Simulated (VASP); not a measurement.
# TePb (Fm-3m) in VASP: notebook, part 2 of 2

VASP 6.6.1. Earlier steps stand in the parts before.

**3. Single point, r2SCAN (strain -0.025 along x and y, -0.025 along z)**

POSCAR reads:

```
TePb
1.0
    0.0000000000      3.1463250000      3.1463250000
    3.1463250000      0.0000000000      3.1463250000
    3.1463250000      3.1463250000      0.0000000000
Te Pb
1 1
Direct
    0.5000000000      0.5000000000      0.5000000000
    0.0000000000      0.0000000000      0.0000000000
```

INCAR.step1 reads:

```
SYSTEM = TePb
PREC = Accurate
ENCUT = 520
ISMEAR = 0
SIGMA = 0.05
LREAL = .False.
LASPH = .True.
NELM = 100
NBANDS = 17
GGA = PE
ALGO = Normal
EDIFF = 1E-4
LWAVE = .True.
LCHARG = .False.
```

INCAR.step2 reads:

```
SYSTEM = TePb
PREC = Accurate
ENCUT = 520
EDIFF = 1E-6
ISMEAR = 0
SIGMA = 0.05
LREAL = .False.
LASPH = .True.
NELM = 100
ALGO = Normal
ISIF = 2
LWAVE = .False.
LCHARG = .True.
METAGGA = R2SCAN
LMIXTAU = .True.
LELF = .True.
LVHAR = .True.
NBANDS = 17
ISTART = 1
```

KPOINTS reads:

```
regular mesh
0
Gamma
  8 8 8
  0 0 0
```

Potentials or basis: VASP PAW PBE potentials, release 64 (Te, Pb_d).

On the command line:

```bash
$ cat potpaw_PBE.64/Te/POTCAR potpaw_PBE.64/Pb_d/POTCAR > POTCAR
$ cp INCAR.step1 INCAR
$ mpirun -np 1 vasp_std > vasp.out
$ cp INCAR.step2 INCAR
$ mpirun -np 1 vasp_std > vasp.out
```

OUTCAR:

```text
SYSTEM = TePb
   PREC = Accurate
   ENCUT = 520
   EDIFF = 1E-6
   ISMEAR = 0
   LREAL = .False.
   LASPH = .True.
   NELM = 100
   ISIF = 2
   METAGGA = R2SCAN
   ISTART = 1

 ion  position               nearest neighbor table
   1  0.500  0.500  0.500-   2 3.15   2 3.15   2 3.15   2 3.15   2 3.15   2 3.15
   2  0.000  0.000  0.000-   1 3.15   1 3.15   1 3.15   1 3.15   1 3.15   1 3.15

  LATTYP: Found a face centered cubic cell.
 ALAT       =     6.2926500000

  Lattice vectors:

 A1 = (   0.0000000000,   3.1463250000,   3.1463250000)
 A2 = (   3.1463250000,   0.0000000000,   3.1463250000)
 A3 = (   3.1463250000,   3.1463250000,   0.0000000000)

Analysis of symmetry for initial positions (statically):
=====================================================================
 Subroutine PRICEL returns:
 Original cell was already a primitive cell.

 Routine SETGRP: Setting up the symmetry group for a
 face centered cubic supercell.

 Subroutine GETGRP returns: Found 48 space group operations
 (whereof 48 operations were pure point group operations)
 out of a pool of 48 trial point group operations.

The static configuration has the point symmetry O_h .

Analysis of symmetry for dynamics (positions and initial velocities):
=====================================================================
 Subroutine PRICEL returns:
 Original cell was already a primitive cell.

 Routine SETGRP: Setting up the symmetry group for a
 face centered cubic supercell.

 Subroutine GETGRP returns: Found 48 space group operations
 (whereof 48 operations were pure point group operations)
 out of a pool of 48 trial point group operations.

The dynamic configuration has the point symmetry O_h .

 Subroutine INISYM returns: Found 48 space group operations
 (whereof 48 operations are pure point group operations),
 and found     1 'primitive' translations

----------------------------------------------------------------------------------------

                                     Primitive cell

  volume of cell :      62.2932
[... 104 lines left out ...]
   ISMEAR =     0;   SIGMA  =   0.05  broadening in eV -4-tet -1-fermi 0-gaus
   EFERMI_NEDOS =   21; number of points for ismear=-14 and -15
   IALGO  =     38    algorithm
   IMIX   =      4    mixing-type and parameters
     AMIX     =   0.40;   BMIX     =  1.00
     AMIX_MAG =   1.60;   BMIX_MAG =  1.00
  volume/ion in A,a.u.               =      31.15       210.19
  Fermi-wavevector in a.u.,A,eV,Ry     =   1.120997  2.118378 17.097558  1.256635
  Thomas-Fermi vector in A             =   2.257648
   LORBIT       =      0    0 simple, 1 ext, 2 COOP (PROOUT), +10 PAW based schemes
   METAGGA = R2SCAN    functional components
   LHFCALC =     F    Hartree Fock is set to
   AEXX    =    0.0000 exact exchange contribution
   IVDW    =     0    specifies the selected vdW correction
   LEPSILON=     F    determine dielectric tensor
   LRPA    =     F    only Hartree local field effects (RPA)
 non-spin polarized calculation
 Gauss-broadening in eV      SIGMA  =   0.05
  energy-cutoff  :      520.00
  volume of cell :       62.29
 maximum number of plane-waves:      1700
 NGX is ok and might be reduce to    36
   NGX = 17   NGY = 17   NGZ = 17

 number of electron      19.9999999 magnetization

 Free energy of the ion-electron system (eV)
  ---------------------------------------------------
  ext. energy  EPLUGINS =         0.00000000
  ---------------------------------------------------
  free energy    TOTEN  =       -82.57474191 eV

  energy without entropy =      -82.57474191  energy(sigma->0) =      -82.57474191

 E-fermi :   6.9409     XC(G=0): -10.2078

 val. band max:        6.6596477266   @ k =   0.5000   0.0000   0.0000
 cond. band min:       7.4762731450   @ k =   0.5000   0.0000   0.0000
 fundamental gap:      0.8166254185
 Fermi energy:         6.9409104522

 k-point     1 :       0.0000    0.0000    0.0000
  band No.  band energies     occupation
      1     -10.9274      2.00000
      2     -10.9274      2.00000
      3     -10.9071      2.00000
      4     -10.9071      2.00000
      5     -10.9071      2.00000
      6      -6.6484      2.00000
[... 457 lines left out ...]
      4     -10.8909      2.00000
      5     -10.8792      2.00000
      6      -4.6446      2.00000
[... 9 lines left out ...]
     16      16.9250      0.00000
     17      17.4625      0.00000

 [... further k-points ...]
[... 5 lines left out ...]
  --------------------------------------------------------------------------------------
  -------------------------------------------------------------------------------------
  Total        2.3978034      2.3978034      2.3978034     -0.0000000      0.0000000     -0.0000000
  in kB       61.6713443     61.6713443     61.6713443     -0.0000000      0.0000000     -0.0000000
  external PRESSURE =      61.6713443 kB  Pullay stress =       0.0000000 kB

 VOLUME and BASIS-vectors are now :
 -----------------------------------------------------------------------------
  energy-cutoff  :      520.00
  volume of cell :       62.29
      direct lattice vectors                 reciprocal lattice vectors
     0.000000000  3.146325000  3.146325000    -0.158915560  0.158915560  0.158915560
     3.146325000  0.000000000  3.146325000     0.158915560 -0.158915560  0.158915560
     3.146325000  3.146325000  0.000000000     0.158915560  0.158915560 -0.158915560

 POSITION                                       TOTAL-FORCE (eV/Angst)
 -----------------------------------------------------------------------------------
      3.14633      3.14633      3.14633         0.000000      0.000000      0.000000
      0.00000      0.00000      0.00000         0.000000      0.000000     -0.000000
 -----------------------------------------------------------------------------------
    total drift:                               -0.000000      0.000000      0.000000

  FREE ENERGIE OF THE ION-ELECTRON SYSTEM (eV)
  ---------------------------------------------------
  free  energy   TOTEN  =       -82.5747419103 eV

  energy  without entropy=      -82.5747419103  energy(sigma->0) =      -82.57474191
```

Wall time 94 s (1 thread of Intel Xeon Platinum 8259CL at 2.50GHz (Skylake/Cascade Lake), shared host); peak memory 0.22 GiB.

What came out:

| Property | Result |
| --- | --- |
| Free energy | -82.5747 eV |
| Pressure | 6.2 GPa |
| Band gap on the k mesh | 0.82 eV, direct |

Caveat: the cell differs from its parent crystal (strain -0.025 along x and y, -0.025 along z); the PAW data sets were made with another functional, which shifts forces and pressure a little; spin-orbit coupling is left out, which moves the levels of the heavy elements. A k mesh can miss the band edges.

**4. Single point, r2SCAN (strain +0.025 along x and y, +0.025 along z)**

POSCAR reads:

```
TePb
1.0
    0.0000000000      3.3076750000      3.3076750000
    3.3076750000      0.0000000000      3.3076750000
    3.3076750000      3.3076750000      0.0000000000
Te Pb
1 1
Direct
    0.5000000000      0.5000000000      0.5000000000
    0.0000000000      0.0000000000      0.0000000000
```

INCAR.step1 reads:

```
  PREC = Accurate
  ENCUT = 520
  ISMEAR = 0
  SIGMA = 0.05
  LREAL = False
  LASPH = True
  NELM = 60
  NBANDS = 17
  GGA = PE
  ALGO = Normal
  EDIFF = 1E-4
  LWAVE = True
  LCHARG = False
```

INCAR.step2 reads:

```
  PREC = Accurate
  ENCUT = 520
  EDIFF = 1E-7
  ISMEAR = 0
  SIGMA = 0.05
  LREAL = False
  LASPH = True
  NELM = 60
  ALGO = Normal
  ISIF = 2
  LWAVE = False
  LCHARG = True
  METAGGA = R2SCAN
  LMIXTAU = True
  LELF = True
  LVHAR = True
  NBANDS = 17
  ISTART = 1
```

KPOINTS reads:

```
regular mesh
0
Gamma
  8 8 8
```

On the command line:

```bash
$ cat potpaw_PBE.64/Te/POTCAR potpaw_PBE.64/Pb_d/POTCAR > POTCAR
$ cp INCAR.step1 INCAR
$ mpirun -np 1 vasp_std > vasp.out
$ cp INCAR.step2 INCAR
$ mpirun -np 1 vasp_std > vasp.out
```

Wall time 1.9 min (1 thread of Intel Xeon Platinum 8259CL at 2.50GHz (Skylake/Cascade Lake), shared host); peak memory 0.23 GiB.

It converged, with:

| Item | Value |
| --- | --- |
| Free energy | -82.6946 eV |
| Pressure | -1.4 GPa |
| Band gap on the k mesh | 1.16 eV, direct |

Levels at points of the mesh, in eV from the valence-band top:
| k point | band 6 | band 7 | band 8 | band 9 | band 10 | band 11 | band 12 | band 13 | band 14 | band 15 |
| --- | --- | --- | --- | --- | --- | --- | --- | --- | --- | --- |
| (0.00, 0.00, 0.00) | -11.92 | -5.81 | -1.20 | -1.20 | -1.20 | 4.28 | 4.28 | 4.28 | 6.36 | 6.36 |
| (0.50, 0.00, 0.00) | -10.59 | -8.52 | -0.77 | -0.77 | 0.00 | 1.16 | 1.60 | 1.60 | 8.86 | 9.53 |
| (0.50, 0.50, 0.00) | -10.38 | -7.38 | -4.12 | -2.54 | -2.54 | 3.90 | 5.58 | 5.58 | 6.76 | 10.40 |

Caveat: the cell differs from its parent crystal (strain +0.025 along x and y, +0.025 along z); the PAW data sets were made with another functional, which shifts forces and pressure a little; spin-orbit coupling is left out, which moves the levels of the heavy elements.

**5. Single point, r2SCAN (strain +0.050 along x and y, +0.050 along z)**

POSCAR reads:

```
TePb
1.0
    0.0000000000      3.3883500000      3.3883500000
    3.3883500000      0.0000000000      3.3883500000
    3.3883500000      3.3883500000      0.0000000000
Te Pb
1 1
Direct
    0.5000000000      0.5000000000      0.5000000000
    0.0000000000      0.0000000000      0.0000000000
```

INCAR.step1 reads:

```
SYSTEM = TePb
PREC = Accurate
ENCUT = 520
ISMEAR = 0
SIGMA = 0.05
LREAL = .False.
LASPH = .True.
NELM = 100
NBANDS = 17
GGA = PE
ALGO = Normal
EDIFF = 1E-4
LWAVE = .True.
LCHARG = .False.
```

INCAR.step2 reads:

```
SYSTEM = TePb
PREC = Accurate
ENCUT = 520
EDIFF = 1E-7
ISMEAR = 0
SIGMA = 0.05
LREAL = .False.
LASPH = .True.
NELM = 100
ALGO = Normal
ISIF = 2
LWAVE = .False.
LCHARG = .True.
METAGGA = R2SCAN
LMIXTAU = .True.
LELF = .True.
LVHAR = .True.
NBANDS = 17
ISTART = 1
```

KPOINTS reads:

```
Automatic mesh
0
Gamma
  8 8 8
  0 0 0
```

On the command line:

```bash
$ cat potpaw_PBE.64/Te/POTCAR potpaw_PBE.64/Pb_d/POTCAR > POTCAR
$ cp INCAR.step1 INCAR
$ mpirun -np 1 vasp_std > vasp.out
$ cp INCAR.step2 INCAR
$ mpirun -np 1 vasp_std > vasp.out
```

Wall time 1.9 min (1 thread of Intel Xeon Platinum 8259CL at 2.50GHz (Skylake/Cascade Lake), shared host); peak memory 0.23 GiB.

It converged, with:

```yaml
Free_energy: -82.6076 eV
Pressure: -3.6 GPa
Band_gap_on_the_k_mesh: 1.27 eV, direct
```

Levels at points of the mesh, in eV from the valence-band top:
```tsv
k point	band 7	band 8	band 9	band 10	band 11	band 12	band 13	band 14
(0.00, 0.00, 0.00)	-5.99	-0.94	-0.94	-0.94	4.17	4.17	4.17	6.51
(0.50, 0.00, 0.00)	-8.21	-0.55	-0.55	0.00	1.27	1.76	1.76	8.76
(0.50, 0.50, 0.00)	-7.30	-3.59	-2.15	-2.15	4.18	5.31	5.31	6.34
```

Caveat: the cell differs from its parent crystal (strain +0.050 along x and y, +0.050 along z); the PAW data sets were made with another functional, which shifts forces and pressure a little; spin-orbit coupling is left out, which moves the levels of the heavy elements. A k mesh can miss the band edges.

**6. Summary**

```tsv
cell	gap on the mesh (eV)	pressure (GPa)
a = 4.335 Å, angles 60.0°, 2 atoms	0.57	12.4
a = 4.450 Å, angles 60.0°, 2 atoms	0.82	6.2
a = 4.678 Å, angles 60.0°, 2 atoms	1.16	-1.4
a = 4.792 Å, angles 60.0°, 2 atoms	1.27	-3.6
```

Alike in all rows: task single point; level r2SCAN; potentials or basis VASP PAW PBE potentials, release 64 (Te, Pb_d); no spin polarisation; k mesh 8 × 8 × 8; cutoff (eV) 520; smearing gaussian 0.05 eV.

Caveats: the PAW data sets were made with another functional, which shifts forces and pressure a little; spin-orbit coupling is left out, which moves the levels of the heavy elements.

Total energies depend on the potentials used, so only differences within one code and one set of settings carry meaning.
